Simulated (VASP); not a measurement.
# HC12 in VASP: further runs

The runs below take HC12 through single point, with PBE.

Everything below comes from runs of VASP 6.6.1. Logs are shortened: lines on timing, memory, paths and dates and some standing lists are left out, and cuts for length are marked.

## Step 1: The cell of the first run

The cell holds a slab with vacuum, 26 atoms: a = 5.051 Å, b = 5.051 Å, c = 22.375 Å, α = 90.00°, β = 90.00°, γ = 90.00°.

## Step 2: Single point, PBE

INCAR reads:

```
ALGO = Normal ; DIPOL = 0.5 0.5 0.289
EDIFF = 1E-7 ; ENCUT = 520
GGA = PE ; IDIPOL = 3
ISIF = 2 ; ISMEAR = 0
LASPH = True ; LCHARG = False
LDIPOL = True ; LREAL = Auto
LWAVE = False ; NBANDS = 68
NELM = 100 ; PREC = Accurate
SIGMA = 0.05
```

KPOINTS reads:

```
k-points
0
Gamma
  5 5 1
```

POSCAR reads:

```
HC12
1.0
    5.0509324483      0.0000000000      0.0000000000
    0.0000000000      5.0509324483      0.0000000000
    0.0000000000      0.0000000000     22.3754933530
C H
24 2
Direct
    0.0000000000      0.2500000000      0.1787670080
    0.0000000000      0.7500000000      0.1787670080
    0.5000000000      0.2500000000      0.1787670080
    0.5000000000      0.7500000000      0.1787670080
    0.0000000000      0.0000000000      0.2186716990
    0.0000000000      0.5000000000      0.2186716990
    0.5000000000      0.0000000000      0.2186716990
    0.5000000000      0.5000000000      0.2186716990
    0.2500000000      0.0000000000      0.2585763899
    0.2500000000      0.5000000000      0.2585763899
    0.7500000000      0.0000000000      0.2585763899
    0.7500000000      0.5000000000      0.2585763899
    0.2500000000      0.2500000000      0.2976014419
    0.2500000000      0.7500000000      0.2976014419
    0.7500000000      0.2500000000      0.2976014419
    0.7500000000      0.7500000000      0.2976014419
    0.0000000000      0.2500000000      0.3394883053
    0.0000000000      0.7500000000      0.3394883053
    0.5000000000      0.2500000000      0.3394883053
    0.5000000000      0.7500000000      0.3394883053
    0.0000000000      0.0000000000      0.3743154719
    0.0000000000      0.5000000000      0.3743154719
    0.5000000000      0.0000000000      0.3743154719
    0.5000000000      0.5000000000      0.3743154719
    0.9356554451      0.3750000000      0.4230294816
    1.0643445549      0.3750000000      0.4230294816
```

Potentials or basis: VASP PAW PBE potentials, release 64 (C, H).

The run is started by

```console
> cat potpaw_PBE.64/C/POTCAR potpaw_PBE.64/H/POTCAR > POTCAR
> mpirun -np 1 vasp_std > vasp.out
```

OUTCAR:

```text
EDIFF = 1E-7
   ENCUT = 520
   GGA = PE
   ISIF = 2
   ISMEAR = 0
   LASPH = True
   LREAL = Auto
   NELM = 100
   PREC = Accurate

 ion  position               nearest neighbor table
   1  0.000  0.250  0.179-   5 1.55   6 1.55
   2  0.000  0.750  0.179-   5 1.55   6 1.55
   3  0.500  0.250  0.179-   7 1.55   8 1.55
   4  0.500  0.750  0.179-   7 1.55   8 1.55
   5  0.000  0.000  0.219-   9 1.55  11 1.55   1 1.55   2 1.55
   6  0.000  0.500  0.219-  10 1.55  12 1.55   1 1.55   2 1.55
   7  0.500  0.000  0.219-   9 1.55  11 1.55   3 1.55   4 1.55
   8  0.500  0.500  0.219-  10 1.55  12 1.55   3 1.55   4 1.55
   9  0.250  0.000  0.259-  13 1.54  14 1.54   5 1.55   7 1.55
  10  0.250  0.500  0.259-  13 1.54  14 1.54   6 1.55   8 1.55
[... 8 lines left out ...]
  19  0.500  0.250  0.339-  23 1.48  24 1.48  13 1.57  15 1.57
  20  0.500  0.750  0.339-  23 1.48  24 1.48  14 1.57  16 1.57
  21  0.000  0.000  0.374-  17 1.48  18 1.48
  22  0.000  0.500  0.374-  25 1.30  26 1.30  17 1.48  18 1.48
  23  0.500  0.000  0.374-  19 1.48  20 1.48
  24  0.500  0.500  0.374-  19 1.48  20 1.48
  25  0.936  0.375  0.423-  26 0.65  22 1.30
  26  0.064  0.375  0.423-  25 0.65  22 1.30

  LATTYP: Found a simple tetragonal cell.
 ALAT       =     5.0509324483
 C/A-ratio  =     4.4299727985

  Lattice vectors:

 A1 = (   5.0509324483,   0.0000000000,   0.0000000000)
 A2 = (   0.0000000000,   5.0509324483,   0.0000000000)
 A3 = (   0.0000000000,   0.0000000000,  22.3754933530)

Analysis of symmetry for initial positions (statically):
=====================================================================
 Subroutine PRICEL returns:
 Original cell was already a primitive cell.

 Routine SETGRP: Setting up the symmetry group for a
 simple tetragonal supercell.

 Subroutine GETGRP returns: Found  2 space group operations
 (whereof  2 operations were pure point group operations)
 out of a pool of 16 trial point group operations.

The static configuration has the point symmetry C_1h.

Analysis of symmetry for dynamics (positions and initial velocities):
=====================================================================
 Subroutine PRICEL returns:
 Original cell was already a primitive cell.

 Routine SETGRP: Setting up the symmetry group for a
 simple tetragonal supercell.

 Subroutine GETGRP returns: Found  2 space group operations
 (whereof  2 operations were pure point group operations)
 out of a pool of 16 trial point group operations.

The dynamic configuration has the point symmetry C_1h.

[... 143 lines left out ...]
   EMIN   =  10.00;   EMAX   =-10.00  energy-range for DOS
   EFERMI =   0.00;   METHOD = LEGACY
   ISMEAR =     0;   SIGMA  =   0.05  broadening in eV -4-tet -1-fermi 0-gaus
   EFERMI_NEDOS =   21; number of points for ismear=-14 and -15
   IALGO  =     38    algorithm
   IMIX   =      4    mixing-type and parameters
     AMIX     =   0.40;   BMIX     =  1.00
     AMIX_MAG =   1.60;   BMIX_MAG =  1.00
  volume/ion in A,a.u.               =      21.96       148.16
  Fermi-wavevector in a.u.,A,eV,Ry     =   0.909868  1.719401 11.263710  0.827859
  Thomas-Fermi vector in A             =   2.033963
   LORBIT       =      0    0 simple, 1 ext, 2 COOP (PROOUT), +10 PAW based schemes
   GGA     = PE    functional components
   LHFCALC =     F    Hartree Fock is set to
   AEXX    =    0.0000 exact exchange contribution
   IVDW    =     0    specifies the selected vdW correction
   LEPSILON=     F    determine dielectric tensor
   LRPA    =     F    only Hartree local field effects (RPA)
 non-spin polarized calculation
 Gauss-broadening in eV      SIGMA  =   0.05
  energy-cutoff  :      520.00
  volume of cell :      570.84
 maximum number of plane-waves:     15407
 NGX is ok and might be reduce to    40
   NGX = 19   NGY = 19   NGZ = 83

 dipolmoment           0.000000      0.000000      0.446323 electrons x Angstroem

 number of electron      98.0000008 magnetization

 dipolmoment           0.000000      0.000000     -0.312873 electrons x Angstroem

 Free energy of the ion-electron system (eV)
  ---------------------------------------------------
  ext. energy  EPLUGINS =         0.00000000
  ---------------------------------------------------
  free energy    TOTEN  =      -197.16380939 eV

  energy without entropy =     -197.15196863  energy(sigma->0) =     -197.15788901

 E-fermi :  -2.4208     XC(G=0):  -4.2547

 val. band max:       -2.4397604794   @ k =   0.4000   0.0000   0.0000
 cond. band min:      -2.4202884628   @ k =   0.2000   0.0000   0.0000
 fundamental gap:      0.0194720166
 Fermi energy:        -2.4207511203

 k-point     1 :       0.0000    0.0000    0.0000
  band No.  band energies     occupation
      1     -23.3225      2.00000
      2     -20.8078      2.00000
      3     -19.2565      2.00000
      4     -19.1143      2.00000
      5     -19.0954      2.00000
      6     -18.9303      2.00000
[... 565 lines left out ...]
     60       4.3268      0.00000
     61       4.7539      0.00000
 [bands above 61 left out]

------------------------ aborting loop because EDIFF is reached ----------------------------------------

 vacuum level on the upper side and lower side of the slab       (xc-potential included)        -1.134         1.027

  FORCE on cell =-STRESS in cart. coord.  units (eV):
  Direction    XX          YY          ZZ          XY          YZ          ZX
  --------------------------------------------------------------------------------------
  -------------------------------------------------------------------------------------
  Total      -16.5894691     -4.9621189     -3.5132320      0.0000000      2.5914894      0.0000000
  in kB      -46.5615394    -13.9271422     -9.8605620      0.0000000      7.2735139      0.0000000
  external PRESSURE =     -23.4497479 kB  Pullay stress =       0.0000000 kB

 VOLUME and BASIS-vectors are now :
 -----------------------------------------------------------------------------
  energy-cutoff  :      520.00
  volume of cell :      570.84
      direct lattice vectors                 reciprocal lattice vectors
     5.050932448  0.000000000  0.000000000     0.197983246  0.000000000  0.000000000
     0.000000000  5.050932448  0.000000000     0.000000000  0.197983246  0.000000000
     0.000000000  0.000000000 22.375493353     0.000000000  0.000000000  0.044691752

 POSITION                                       TOTAL-FORCE (eV/Angst)
 -----------------------------------------------------------------------------------
      0.00000      1.26273      4.00000         0.000000      0.011929      2.129324
      0.00000      3.78820      4.00000         0.000000     -0.021169      2.130356
      2.52547      1.26273      4.00000         0.000000      0.039389      2.198892
      2.52547      3.78820      4.00000         0.000000     -0.047265      2.176410
      0.00000      0.00000      4.89289         0.000000      0.018995     -2.581098
      0.00000      2.52547      4.89289         0.000000      0.008410     -2.515706
[... 18 lines left out ...]
      4.72593      1.89410      9.46549        -9.641012      1.044753      0.262198
      0.32500      1.89410      9.46549         9.641012      1.044753      0.262198
 -----------------------------------------------------------------------------------
    total drift:                               -0.000000      0.000094      0.044244

  FREE ENERGIE OF THE ION-ELECTRON SYSTEM (eV)
  ---------------------------------------------------
  free  energy   TOTEN  =      -197.1638093888 eV

  energy  without entropy=     -197.1519686263  energy(sigma->0) =     -197.15788901

 vacuum level on the upper side and lower side of the slab         2.814         5.029
```

OSZICAR:

```text
N       E                     dE             d eps       ncg     rms          rms(c)
DAV:   1     0.796527418689E+03    0.79653E+03   -0.41484E+04  1224   0.119E+03
DAV:   2    -0.920486566331E+02   -0.88858E+03   -0.84609E+03  1804   0.287E+02
DAV:   3    -0.200370748830E+03   -0.10832E+03   -0.10656E+03  1456   0.103E+02
DAV:   4    -0.203831205037E+03   -0.34605E+01   -0.34418E+01  1640   0.211E+01
[... 24 lines left out ...]
DAV:  29    -0.197163808135E+03   -0.24488E-05   -0.53863E-08  1092   0.447E-04    0.868E-05
DAV:  30    -0.197163808839E+03   -0.70438E-06   -0.84527E-09   992   0.238E-04    0.403E-05
DAV:  31    -0.197163809231E+03   -0.39157E-06   -0.87509E-09   940   0.180E-04    0.462E-05
DAV:  32    -0.197163809337E+03   -0.10650E-06   -0.22091E-09   864   0.120E-04    0.156E-05
DAV:  33    -0.197163809389E+03   -0.51708E-07   -0.89148E-10   872   0.808E-05
   1 F= -.19716381E+03 E0= -.19715789E+03  d E =-.118408E-01
```

stdout:

```text
POSCAR found type information on POSCAR C H
 POSCAR found :  2 types and      26 ions
 scaLAPACK will be used
 LDA part: xc-table for (Slater+PW92), standard interpolation
 POSCAR, INCAR and KPOINTS ok, starting setup
 FFT: planning ... GRIDC
 FFT: planning ... GRID_SOFT
 FFT: planning ... GRID
 WAVECAR not read
 entering main loop
```

Run time: 26 min. Hardware: 1 thread of Intel Xeon 8259CL, shared host; peak memory 0.67 GiB.

Results:

```
Free energy            : -197.1638 eV
Largest force          : 9.701 eV/Å
Band gap on the k mesh : zero (bands 49 and 50 overlap by 0.21 eV)
```

Forces in eV/Å, atoms in the order of the input:
```
C    0.000  0.012  2.129
C    0.000 -0.021  2.130
C    0.000  0.039  2.199
C    0.000 -0.047  2.176
C    0.000  0.019 -2.581
C    0.000  0.008 -2.516
C    0.000 -0.087 -2.434
C    0.000  0.035 -2.587
C    0.085  0.075  0.122
C    0.233 -0.050  0.217
C   -0.085  0.075  0.122
C   -0.233 -0.050  0.217
C   -0.209 -0.028 -0.050
C   -0.022 -0.261  0.200
C    0.209 -0.028 -0.050
C    0.022 -0.261  0.200
C    0.000 -0.632 -1.802
C    0.000  1.532  0.729
C    0.000  0.048 -0.027
C    0.000 -0.033  0.032
C    0.000  0.738  0.995
C    0.000 -3.105 -0.045
C    0.000  0.151 -0.037
C    0.000 -0.216  0.137
H   -9.641  1.045  0.262
H    9.641  1.045  0.262
```

## Step 3: Single point, PBE

INCAR reads:

```
SYSTEM = HC12
PREC = Accurate ; ENCUT = 520
EDIFF = 1E-6 ; ISMEAR = 0
SIGMA = 0.05 ; LREAL = Auto
LASPH = .TRUE. ; NELM = 60
ALGO = Normal ; ISIF = 2
LWAVE = .FALSE. ; LCHARG = .FALSE.
LDIPOL = .TRUE. ; IDIPOL = 3
DIPOL = 0.5 0.5 0.291 ; GGA = PE
NBANDS = 68
```

KPOINTS reads:

```
regular mesh
0
G
  5 5 1
  0 0 0
```

Changes to POSCAR since step 2:

```diff
@@ -32,3 +32,3 @@
     0.5000000000      0.5000000000      0.3743154719
-    0.9356554451      0.3750000000      0.4230294816
-    1.0643445549      0.3750000000      0.4230294816
+    0.9356554451      0.3750000000      0.4516322029
+    1.0643445549      0.3750000000      0.4516322029
```

Potentials or basis: VASP PAW PBE potentials, release 64 (C, H).

The run is started by

```console
> cat potpaw_PBE.64/C/POTCAR potpaw_PBE.64/H/POTCAR > POTCAR
> mpirun -np 1 vasp_std > vasp.out
```

OUTCAR:

```text
SYSTEM = HC12
   PREC = Accurate
   ENCUT = 520
   EDIFF = 1E-6
   ISMEAR = 0
   LREAL = Auto
   LASPH = .TRUE.
   NELM = 60
   ISIF = 2
   GGA = PE

 ion  position               nearest neighbor table
   1  0.000  0.250  0.179-   5 1.55   6 1.55
   2  0.000  0.750  0.179-   5 1.55   6 1.55
   3  0.500  0.250  0.179-   7 1.55   8 1.55
   4  0.500  0.750  0.179-   7 1.55   8 1.55
   5  0.000  0.000  0.219-   9 1.55  11 1.55   1 1.55   2 1.55
   6  0.000  0.500  0.219-  10 1.55  12 1.55   1 1.55   2 1.55
[... 834 lines left out ...]
  Total      -20.3543620     -2.8726948     -5.5844758      0.0000000     -0.4772552      0.0000000
  in kB      -57.1284363     -8.0627710    -15.6739065      0.0000000     -1.3395087      0.0000000
  external PRESSURE =     -26.9550379 kB  Pullay stress =       0.0000000 kB

 VOLUME and BASIS-vectors are now :
 -----------------------------------------------------------------------------
  energy-cutoff  :      520.00
  volume of cell :      570.84
      direct lattice vectors                 reciprocal lattice vectors
     5.050932448  0.000000000  0.000000000     0.197983246  0.000000000  0.000000000
     0.000000000  5.050932448  0.000000000     0.000000000  0.197983246  0.000000000
     0.000000000  0.000000000 22.375493353     0.000000000  0.000000000  0.044691752

 POSITION                                       TOTAL-FORCE (eV/Angst)
 -----------------------------------------------------------------------------------
      0.00000      1.26273      4.00000         0.000000      0.012197      2.174220
      0.00000      3.78820      4.00000         0.000000     -0.015091      2.181351
      2.52547      1.26273      4.00000         0.000000      0.023056      2.125983
      2.52547      3.78820      4.00000         0.000000     -0.021980      2.109670
      0.00000      0.00000      4.89289         0.000000      0.007293     -2.635194
      0.00000      2.52547      4.89289         0.000000     -0.001589     -2.611209
[... 18 lines left out ...]
      4.72593      1.89410     10.10549        -5.807535     -0.118370      0.250822
      0.32500      1.89410     10.10549         5.807535     -0.118370      0.250822
 -----------------------------------------------------------------------------------
    total drift:                                0.000000      0.000003      0.045130

  FREE ENERGIE OF THE ION-ELECTRON SYSTEM (eV)
  ---------------------------------------------------
  free  energy   TOTEN  =      -197.2862412755 eV

  energy  without entropy=     -197.2775299477  energy(sigma->0) =     -197.28188561

 vacuum level on the upper side and lower side of the slab         3.166         4.692
```

OSZICAR:

```text
N       E                     dE             d eps       ncg     rms          rms(c)
DAV:   1     0.786451941268E+03    0.78645E+03   -0.41416E+04  1224   0.119E+03
DAV:   2    -0.928110290304E+02   -0.87926E+03   -0.83590E+03  1788   0.285E+02
DAV:   3    -0.200434027591E+03   -0.10762E+03   -0.10575E+03  1480   0.102E+02
[... 23 lines left out ...]
DAV:  27    -0.197286230466E+03   -0.83627E-05   -0.32459E-07   880   0.168E-03    0.565E-04
DAV:  28    -0.197286236339E+03   -0.58728E-05   -0.21179E-07   896   0.106E-03    0.401E-04
DAV:  29    -0.197286238811E+03   -0.24721E-05   -0.68100E-08   880   0.637E-04    0.143E-04
DAV:  30    -0.197286240966E+03   -0.21549E-05   -0.61512E-08   848   0.489E-04    0.952E-05
DAV:  31    -0.197286241276E+03   -0.30948E-06   -0.16009E-08   904   0.262E-04
   1 F= -.19728624E+03 E0= -.19728189E+03  d E =-.871133E-02
```

Run time: 24 min. Hardware: 1 thread of Intel Xeon 8259CL, shared host; peak memory 0.67 GiB.

Results:

```yaml
Free_energy: -197.2862 eV
Largest_force: 5.814 eV/Å
Band_gap_on_the_k_mesh: zero (bands 49 and 50 overlap by 0.19 eV)
```

Forces on the atoms (eV/Å):
```
C    0.000  0.012  2.174
C    0.000 -0.015  2.181
C    0.000  0.023  2.126
C    0.000 -0.022  2.110
C    0.000  0.007 -2.635
C    0.000 -0.002 -2.611
C    0.000 -0.039 -2.408
C    0.000  0.024 -2.476
C    0.042  0.029  0.294
C    0.158 -0.016  0.296
C   -0.042  0.029  0.294
C   -0.158 -0.016  0.296
C    0.188  0.046  0.043
C    0.141 -0.083  0.095
C   -0.188  0.046  0.043
C   -0.141 -0.083  0.095
C    0.000 -0.184  0.508
C    0.000  0.414  0.417
C    0.000  0.038 -0.304
C    0.000 -0.051  0.022
C    0.000  0.065  0.180
C    0.000 -0.035 -1.224
C    0.000  0.155 -0.080
C    0.000 -0.105  0.063
H   -5.808 -0.118  0.251
H    5.808 -0.118  0.251
```

## Step 4: Single point, PBE

INCAR reads:

```
SYSTEM = HC12
ALGO     = Normal         ! electronic algorithm
DIPOL    = 0.5 0.5 0.294
EDIFF    = 1E-6           ! SCF threshold, eV
ENCUT    = 520            ! plane-wave cutoff, eV
GGA      = PE             ! functional
IDIPOL   = 3            
ISIF     = 2              ! what is computed and relaxed
ISMEAR   = 0              ! smearing method
LASPH    = .TRUE.         ! aspherical terms in the spheres
LCHARG   = .FALSE.        ! write CHGCAR
LDIPOL   = .TRUE.       
LREAL    = Auto         
LWAVE    = .FALSE.        ! write WAVECAR
NBANDS   = 68             ! bands
NELM     = 100            ! most SCF steps
PREC     = Accurate       ! precision mode
SIGMA    = 0.05           ! smearing width, eV
```

KPOINTS reads:

```
k-points
0
G
  5 5 1
  0 0 0
```

Changes to POSCAR since step 3:

```diff
@@ -32,3 +32,3 @@
     0.5000000000      0.5000000000      0.3743154719
-    0.9356554451      0.3750000000      0.4516322029
-    1.0643445549      0.3750000000      0.4516322029
+    0.9356554451      0.3750000000      0.4905140271
+    1.0643445549      0.3750000000      0.4905140271
```

The run is started by

```console
> cat potpaw_PBE.64/C/POTCAR potpaw_PBE.64/H/POTCAR > POTCAR
> mpirun -np 1 vasp_std > vasp.out
```

It took 23 min on 1 thread of Intel Xeon 8259CL, shared host; peak memory 0.66 GiB.

Results (log left out):

- Free energy: -197.6149 eV
- Largest force: 4.898 eV/Å
- Band gap on the k mesh: zero (bands 49 and 50 overlap by 0.08 eV)

Forces on the atoms (eV/Å):
```
C    0.000 -0.001  2.221
C    0.000  0.001  2.225
C    0.000  0.003  2.200
C    0.000 -0.003  2.199
C    0.000  0.000 -2.625
C    0.000  0.000 -2.620
C    0.000 -0.001 -2.566
C    0.000  0.000 -2.574
C    0.022  0.001  0.349
C    0.039  0.000  0.350
C   -0.022  0.001  0.349
C   -0.039  0.000  0.350
C    0.075  0.004  0.023
C    0.059 -0.004  0.025
C   -0.075  0.004  0.023
C   -0.059 -0.004  0.025
C    0.000 -0.014  0.117
C    0.000  0.021  0.055
C    0.000  0.012 -0.109
C    0.000 -0.014 -0.053
C    0.000 -0.029 -0.005
C    0.000  0.054 -0.219
C    0.000  0.021  0.037
C    0.000 -0.013  0.056
H   -4.897 -0.020  0.084
H    4.897 -0.020  0.084
```

Levels at points of the mesh, in eV from the Fermi level:
```csv
k point,band 47,band 48,band 49,band 50,band 51,band 52
"(0.00, 0.00, 0.00)",-0.78,-0.20,-0.19,-0.03,0.22,0.43
```

(Part 1 of 2 ends here.)
